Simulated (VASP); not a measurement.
# MgS in VASP: a series of runs

MgS is run at these levels: PBE, r2SCAN; tasks: single point.

Everything below comes from runs of VASP 6.6.1. Logs are shortened: lines on timing, memory, paths and dates and some standing lists are left out, and cuts for length are marked.

**1. The cell of the first run**

Symmetry: I4/mmm, No. 139, tetragonal system. The conventional cell has a = 3.679 Å, b = 3.679 Å, c = 5.185 Å, α = 90.00°, β = 90.00°, γ = 90.00°. Mg (site symmetry 4/mmm) has 6 S at 2.59 to 2.60 Å within 3.4 Å. S (site symmetry 4/mmm) has 6 Mg at 2.59 to 2.60 Å within 3.4 Å.

**2. Single point, PBE (uniaxial x strain -0.3%)**

Contents of INCAR:

```
ALGO = Normal
EDIFF = 1E-6
ENCUT = 520
GGA = PE
ISIF = 2
ISMEAR = -1
LASPH = True
LCHARG = True
LELF = True
LREAL = False
LVHAR = True
LWAVE = False
NBANDS = 11
NELM = 60
PREC = Accurate
SIGMA = 0.02
```

Contents of KPOINTS:

```
k-points
0
Gamma
  8 8 8
```

Contents of POSCAR:

```
MgS
1.0
    0.0000000000      2.6015179373      2.6015179373
    2.5924126245      0.0000000000      2.6015179373
    2.5924126245      2.6015179373      0.0000000000
Mg S
1 1
Direct
    0.0000000000      0.0000000000      0.0000000000
    0.5000000000      0.5000000000      0.5000000000
```

Potentials or basis: VASP PAW PBE potentials, release 64 (Mg, S).

Run with:

```bash
> cat potpaw_PBE.64/Mg/POTCAR potpaw_PBE.64/S/POTCAR > POTCAR
> mpirun -np 1 vasp_std > vasp.out
```

OUTCAR:

```text
EDIFF = 1E-6
   ENCUT = 520
   GGA = PE
   ISIF = 2
   ISMEAR = -1
   LASPH = True
   LREAL = False
   NELM = 60
   PREC = Accurate

 ion  position               nearest neighbor table
   1  0.000  0.000  0.000-   2 2.59   2 2.59   2 2.60   2 2.60   2 2.60   2 2.60
   2  0.500  0.500  0.500-   1 2.59   1 2.59   1 2.60   1 2.60   1 2.60   1 2.60

  LATTYP: Found a body centered tetragonal cell.
 ALAT       =     3.6791019497
 C/A-ratio  =     1.4092638149

  Lattice vectors:

 A1 = (  -2.5924126245,   0.0000000000,  -2.6015179373)
 A2 = (  -2.5924126245,   0.0000000000,   2.6015179373)
 A3 = (   2.5924126245,   2.6015179373,   0.0000000000)

Analysis of symmetry for initial positions (statically):
=====================================================================
 Subroutine PRICEL returns:
 Original cell was already a primitive cell.

 Routine SETGRP: Setting up the symmetry group for a
 body centered tetragonal supercell.

 Subroutine GETGRP returns: Found 16 space group operations
 (whereof 16 operations were pure point group operations)
 out of a pool of 16 trial point group operations.

The static configuration has the point symmetry D_4h.

Analysis of symmetry for dynamics (positions and initial velocities):
=====================================================================
 Subroutine PRICEL returns:
 Original cell was already a primitive cell.

 Routine SETGRP: Setting up the symmetry group for a
 body centered tetragonal supercell.

 Subroutine GETGRP returns: Found 16 space group operations
 (whereof 16 operations were pure point group operations)
 out of a pool of 16 trial point group operations.

The dynamic configuration has the point symmetry D_4h.

 Subroutine INISYM returns: Found 16 space group operations
 (whereof 16 operations are pure point group operations),
 and found     1 'primitive' translations

----------------------------------------------------------------------------------------

                                     Primitive cell

  volume of cell :      35.0904

  direct lattice vectors                    reciprocal lattice vectors
     0.000000000  2.601517937  2.601517937    -0.192870531  0.192195484  0.192195484
     2.592412625  0.000000000  2.601517937     0.192870531 -0.192195484  0.192195484
     2.592412625  2.601517937  0.000000000     0.192870531  0.192195484 -0.192195484

  length of vectors
     3.679101950  3.672669165  3.672669165     0.333282538  0.333282538  0.333282538

  position of ions in fractional coordinates (direct lattice)
     0.000000000  0.000000000  0.000000000
     0.500000000  0.500000000  0.500000000

  ion indices of the primitive-cell ions
   primitive index   ion index
                 1           1
                 2           2

----------------------------------------------------------------------------------------

 KPOINTS: k-points

Automatic generation of k-mesh.
 Grid dimensions read from file:
 generate k-points for:    8    8    8

 Generating k-lattice:

  Cartesian coordinates                     Fractional coordinates (reciprocal lattice)
    -0.024108816  0.024024436  0.024024436     0.125000000 -0.000000000 -0.000000000
     0.024108816 -0.024024436  0.024024436     0.000000000  0.125000000  0.000000000
     0.024108816  0.024024436 -0.024024436     0.000000000  0.000000000  0.125000000

  Length of vectors
     0.041660317  0.041660317  0.041660317

  Shift w.r.t. Gamma in fractional coordinates (k-lattice)
     0.000000000  0.000000000  0.000000000

 Subroutine IBZKPT returns following result:
 ===========================================

 Found     59 irreducible k-points:

 Following reciprocal coordinates:
            Coordinates               Weight
  0.000000  0.000000  0.000000      1.000000
  0.125000 -0.000000 -0.000000      8.000000
  0.250000 -0.000000 -0.000000      8.000000
  0.375000  0.000000  0.000000      8.000000
  0.500000 -0.000000 -0.000000      4.000000
  0.125000  0.125000  0.000000      4.000000
[... 16 lines left out ...]
  0.250000  0.125000  0.125000      4.000000
  0.375000  0.125000  0.125000      8.000000
 [... further k-points ...]
   k-points           NKPTS =     59   k-points in BZ     NKDIM =     59   number of bands    NBANDS=     11
   number of dos      NEDOS =    301   number of ions     NIONS =      2
   total plane-waves  NPLWV =  21952
   dimension x,y,z NGX =    28 NGY =   28 NGZ =   28
   dimension x,y,z NGXF=    56 NGYF=   56 NGZF=   56
   ions per type =               1   1
   NGX,Y,Z   is equivalent  to a cutoff of  12.65, 12.67, 12.67 a.u.
   NGXF,Y,Z  is equivalent  to a cutoff of  25.30, 25.35, 25.35 a.u.
 SYSTEM =  unknown system
   PREC   = accura    normal or accurate (medium, high low for compatibility)
   ISTART =      0    job   : 0-new  1-cont  2-samecut
   ICHARG =      2    charge: 1-file 2-atom 10-const
   ISPIN  =      1    spin polarized calculation?
   LNONCOLLINEAR =      F non collinear calculations
   LSORBIT =      F    spin-orbit coupling
   LASPH  =      T    aspherical Exc in radial PAW
   ENCUT  =  520.0 eV  38.22 Ry    6.18 a.u.   6.84  6.83  6.83*2*pi/ulx,y,z
   NELM   =     60;   NELMIN=  2; NELMDL= -5     # of ELM steps
   EDIFF  = 0.1E-05   stopping-criterion for ELM
   LREAL  =      F    real-space projection
   EDIFFG = 0.1E-04   stopping-criterion for IOM
   NSW    =      0    number of steps for IOM
   IBRION =     -1    ionic relax: 0-MD 1-quasi-New 2-CG
   NFREE  =      0    steps in history (QN), initial steepest desc. (CG)
   ISIF   =      2    stress and relaxation
   ISYM   =      2    0-nonsym 1-usesym 2-fastsym
   POTIM  = 0.5000    time-step for ionic-motion
   TEBEG  =    0.0;   TEEND  =   0.0 temperature during run
   PSTRESS=    0.0 pullay stress
   NELECT =       8.0000    total number of electrons
   NUPDOWN=      -1.0000    fix difference up-down
   EMIN   =  10.00;   EMAX   =-10.00  energy-range for DOS
   EFERMI =   0.00;   METHOD = LEGACY
   ISMEAR =    -1;   SIGMA  =   0.02  broadening in eV -4-tet -1-fermi 0-gaus
   EFERMI_NEDOS =   21; number of points for ismear=-14 and -15
   IALGO  =     38    algorithm
   IMIX   =      4    mixing-type and parameters
     AMIX     =   0.40;   BMIX     =  1.00
     AMIX_MAG =   1.60;   BMIX_MAG =  1.00
  volume/ion in A,a.u.               =      17.55       118.40
  Fermi-wavevector in a.u.,A,eV,Ry     =   1.000097  1.889910 13.608473  1.000195
  Thomas-Fermi vector in A             =   2.132431
   LORBIT       =      0    0 simple, 1 ext, 2 COOP (PROOUT), +10 PAW based schemes
   GGA     = PE    functional components
   LHFCALC =     F    Hartree Fock is set to
   AEXX    =    0.0000 exact exchange contribution
   IVDW    =     0    specifies the selected vdW correction
   LEPSILON=     F    determine dielectric tensor
   LRPA    =     F    only Hartree local field effects (RPA)
 non-spin polarized calculation
  energy-cutoff  :      520.00
  volume of cell :       35.09
 maximum number of plane-waves:       960
   NGX = 13   NGY = 13   NGZ = 13

 number of electron       8.0000000 magnetization

 Free energy of the ion-electron system (eV)
  ---------------------------------------------------
  ext. energy  EPLUGINS =         0.00000000
  ---------------------------------------------------
  free energy    TOTEN  =        -8.50094795 eV

  energy without entropy =       -8.50094795  energy(sigma->0) =       -8.50094795

 E-fermi :   4.1479     XC(G=0):  -9.7033

 val. band max:        3.7629485167   @ k =   0.0000   0.0000   0.0000
 cond. band min:       6.5291799636   @ k =   0.0000   0.5000   0.5000
 fundamental gap:      2.7662314468
 Fermi energy:         4.1479445485

 k-point     1 :       0.0000    0.0000    0.0000
  band No.  band energies     occupation
      1      -8.9298      2.00000
      2       3.7476      2.00000
      3       3.7629      2.00000
      4       3.7629      2.00000
      5       7.4970      0.00000
      6      11.6981      0.00000
      7      11.6981      0.00000
      8      11.7345      0.00000
      9      14.0876      0.00000
     10      14.1358      0.00000
     11      16.3048      0.00000

 k-point     2 :       0.1250   -0.0000   -0.0000
  band No.  band energies     occupation
      1      -8.7780      2.00000
      2       2.7080      2.00000
      3       3.6529      2.00000
      4       3.6594      2.00000
      5       8.2970      0.00000
      6      11.3959      0.00000
      7      11.9454      0.00000
      8      11.9737      0.00000
      9      13.4618      0.00000
     10      13.4974      0.00000
     11      16.4824      0.00000

 k-point     3 :       0.2500   -0.0000   -0.0000
  band No.  band energies     occupation
      1      -8.3669      2.00000
      2       0.9426      2.00000
      3       3.4338      2.00000
      4       3.4350      2.00000
      5       8.7319      0.00000
      6      11.5614      0.00000
      7      11.6032      0.00000
      8      12.0814      0.00000
      9      14.0539      0.00000
     10      14.0580      0.00000
     11      15.6740      0.00000

 k-point     4 :       0.3750    0.0000    0.0000
  band No.  band energies     occupation
      1      -7.8648      2.00000
      2      -0.5080      2.00000
      3       3.2353      2.00000
      4       3.2429      2.00000
      5       8.4519      0.00000
      6      10.8971      0.00000
      7      10.9364      0.00000
      8      13.5613      0.00000
      9      15.3656      0.00000
     10      16.0140      0.00000
     11      16.0260      0.00000
[... 239 lines left out ...]
 k-point    22 :       0.0000    0.1250    0.1250
  band No.  band energies     occupation
      1      -8.7269      2.00000
      2       2.7400      2.00000
      3       3.4332      2.00000
      4       3.4332      2.00000
      5       8.6388      0.00000
      6      10.7642      0.00000
      7      12.3280      0.00000
      8      12.3728      0.00000
      9      12.3728      0.00000
     10      14.3521      0.00000
     11      17.4966      0.00000

 k-point    23 :       0.2500    0.1250    0.1250
  band No.  band energies     occupation
      1      -8.5405      2.00000
      2       1.8200      2.00000
      3       3.0333      2.00000
      4       3.6516      2.00000
      5       9.1613      0.00000
      6      10.9798      0.00000
      7      11.8986      0.00000
      8      12.2309      0.00000
      9      12.3520      0.00000
     10      14.5689      0.00000
     11      17.4844      0.00000

 k-point    24 :       0.3750    0.1250    0.1250
  band No.  band energies     occupation
      1      -8.0928      2.00000
      2       0.4395      2.00000
      3       2.5461      2.00000
      4       3.4218      2.00000
      5       9.4431      0.00000
      6      10.9260      0.00000
      7      11.4107      0.00000
      8      11.9132      0.00000
      9      13.6622      0.00000
     10      16.5251      0.00000
     11      16.8249      0.00000

 [... further k-points ...]

------------------------ aborting loop because EDIFF is reached ----------------------------------------

  FORCE on cell =-STRESS in cart. coord.  units (eV):
  Direction    XX          YY          ZZ          XY          YZ          ZX
  --------------------------------------------------------------------------------------
  -------------------------------------------------------------------------------------
  Total        0.3074782      0.2246054      0.2246054      0.0000000      0.0000000     -0.0000000
  in kB       14.0390317     10.2551722     10.2551722      0.0000000      0.0000000     -0.0000000
  external PRESSURE =      11.5164587 kB  Pullay stress =       0.0000000 kB

 VOLUME and BASIS-vectors are now :
 -----------------------------------------------------------------------------
  energy-cutoff  :      520.00
  volume of cell :       35.09
      direct lattice vectors                 reciprocal lattice vectors
     0.000000000  2.601517937  2.601517937    -0.192870531  0.192195484  0.192195484
     2.592412625  0.000000000  2.601517937     0.192870531 -0.192195484  0.192195484
     2.592412625  2.601517937  0.000000000     0.192870531  0.192195484 -0.192195484

 POSITION                                       TOTAL-FORCE (eV/Angst)
 -----------------------------------------------------------------------------------
      0.00000      0.00000      0.00000         0.000000      0.000000     -0.000000
      2.59241      2.60152      2.60152        -0.000000     -0.000000      0.000000
 -----------------------------------------------------------------------------------
    total drift:                                0.000000      0.000000      0.000000

  FREE ENERGIE OF THE ION-ELECTRON SYSTEM (eV)
  ---------------------------------------------------
  free  energy   TOTEN  =        -8.5009479487 eV

  energy  without entropy=       -8.5009479487  energy(sigma->0) =       -8.50094795
```

It took 8.7 s on 1 thread of Intel Xeon 6975P-C (Granite Rapids), shared host; peak memory 0.17 GiB.

Results:

| Property | Result |
| --- | --- |
| Free energy | -8.5009 eV |
| Pressure | 1.2 GPa |
| Band gap on the k mesh | 2.77 eV (least direct gap 3.73 eV) |

Stress tensor (GPa, compression positive):
```
1.40 0.00 0.00
0.00 1.03 0.00
0.00 0.00 1.03
```

Levels at points of the mesh, in eV from the valence-band top:
| k point | band 1 | band 2 | band 3 | band 4 | band 5 | band 6 | band 7 | band 8 |
| --- | --- | --- | --- | --- | --- | --- | --- | --- |
| (0.00, 0.00, 0.00) | -12.69 | -0.02 | 0.00 | 0.00 | 3.73 | 7.94 | 7.94 | 7.97 |
| (0.50, 0.00, 0.00) | -11.38 | -4.85 | -0.60 | -0.59 | 4.55 | 6.89 | 6.93 | 10.15 |
| (0.50, 0.50, 0.00) | -11.01 | -4.22 | -1.71 | -1.67 | 2.78 | 4.38 | 12.02 | 12.82 |
| (0.00, 0.50, 0.50) | -11.00 | -4.21 | -1.71 | -1.71 | 2.77 | 4.37 | 12.06 | 12.83 |

Caveat: the cell differs from its parent crystal (uniaxial x strain -0.3%). A k mesh can miss the band edges.

**3. Single point, PBE (strain along [111] -0.3%)**

Contents of INCAR:

```
PREC     = Accurate       # precision mode
ENCUT    = 520            # plane-wave cutoff, eV
EDIFF    = 1E-6           # SCF threshold, eV
ISMEAR   = -1             # smearing method
SIGMA    = 0.02           # smearing width, eV
LREAL    = False          # projectors in reciprocal space
LASPH    = True           # aspherical terms in the spheres
NELM     = 60             # most SCF steps
ALGO     = Normal         # electronic algorithm
ISIF     = 2              # what is computed and relaxed
LWAVE    = False          # write WAVECAR
LCHARG   = False          # write CHGCAR
GGA      = PE             # functional
NBANDS   = 11             # bands
```

Contents of KPOINTS:

```
regular mesh
0
Gamma
  8 8 8
```

Contents of POSCAR:

```
MgS
1.0
   -0.0058967740      2.5956211633      2.5956211633
    2.5956211633     -0.0058967740      2.5956211633
    2.5956211633      2.5956211633     -0.0058967740
Mg S
1 1
Direct
    0.0000000000      0.0000000000      0.0000000000
    0.5000000000      0.5000000000      0.5000000000
```

Potentials or basis: VASP PAW PBE potentials, release 64 (Mg, S).

Run with:

```bash
> cat potpaw_PBE.64/Mg/POTCAR potpaw_PBE.64/S/POTCAR > POTCAR
> mpirun -np 1 vasp_std > vasp.out
```

Wall time 9 s (1 thread of Intel Xeon 6975P-C (Granite Rapids), shared host); peak memory 0.16 GiB.

Results (log left out):

```yaml
Free_energy: -8.5010 eV
Pressure: 1.1 GPa
Band_gap_on_the_k_mesh: 2.76 eV (least direct gap 3.72 eV)
```

Stress tensor (GPa, compression positive):
```
1.14 0.12 0.12
0.12 1.14 0.12
0.12 0.12 1.14
```

Levels at points of the mesh, in eV from the valence-band top:
| k point | band 1 | band 2 | band 3 | band 4 | band 5 | band 6 | band 7 | band 8 | band 9 |
| --- | --- | --- | --- | --- | --- | --- | --- | --- | --- |
| (0.00, 0.00, 0.00) | -12.71 | -0.03 | -0.03 | 0.00 | 3.72 | 7.91 | 7.91 | 7.97 | 10.33 |
| (0.50, 0.00, 0.00) | -11.40 | -4.87 | -0.62 | -0.60 | 4.54 | 6.89 | 6.92 | 10.13 | 12.15 |
| (0.50, 0.50, 0.00) | -11.02 | -4.23 | -1.73 | -1.70 | 2.76 | 4.36 | 12.02 | 12.81 | 13.38 |
| (0.50, 0.50, 0.50) | -11.38 | -4.86 | -0.63 | -0.63 | 4.51 | 6.87 | 6.87 | 10.13 | 12.16 |

Caveat: the cell differs from its parent crystal (strain along [111] -0.3%). A k mesh can miss the band edges.

(Part 1 of 2 ends here.)
